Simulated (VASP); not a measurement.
Write the native input for VASP 6.6.1 that does the following.

```yaml
Task: single point
Functional: PBEsol
Potentials_or_basis: VASP PAW PBE potentials, release 64 (Re)
Cutoff: 600 eV
k_mesh: 12 × 12 × 12
Occupations: gaussian, width 0.05 eV
Spin: no spin polarisation
Dipole_correction: no
Further_INCAR_settings: ALGO = Normal; EDIFF = 1e-06; NBANDS = 10
```

The structure of Re lies in POSCAR:

```
Re
1.0
   -1.5186750377      1.5186750377      1.5186750377
    1.5186750377     -1.5186750377      1.5186750377
    1.5186750377      1.5186750377     -1.5186750377
Re
1
Direct
    0.0000000000      0.0000000000      0.0000000000
```

This isn't the form of Re at room conditions, which is hcp.

One way to write it, as run:

INCAR

```
PREC = Accurate ; ENCUT = 600
EDIFF = 1E-6 ; ISMEAR = 0
SIGMA = 0.05 ; LREAL = F
LASPH = T ; NELM = 120
ALGO = Normal ; ISIF = 2
LWAVE = F ; LCHARG = F
GGA = PS ; NBANDS = 10
GGA_COMPAT = F
```

KPOINTS

```
Automatic mesh
0
Gamma
  12 12 12
```

Potentials or basis: VASP PAW PBE potentials, release 64 (Re).

Run with:

```sh
$ cat potpaw_PBE.64/Re/POTCAR > POTCAR
$ mpirun -np 1 vasp_std > vasp.out
```

It gave:

```
Pressure               : 20.8 GPa
Band gap on the k mesh : zero (an odd number of electrons rules out a gap without spin polarisation)
```

Caveat: the cell stands under pressure; the PAW data sets were made with another functional, which shifts forces and pressure a little; spin-orbit coupling is left out, which moves the levels of the heavy elements.

It took 7.7 s on 1 thread of AMD EPYC 9R45 96-Core Processor (Zen 5), on a shared host, peak memory 0.12 GiB.
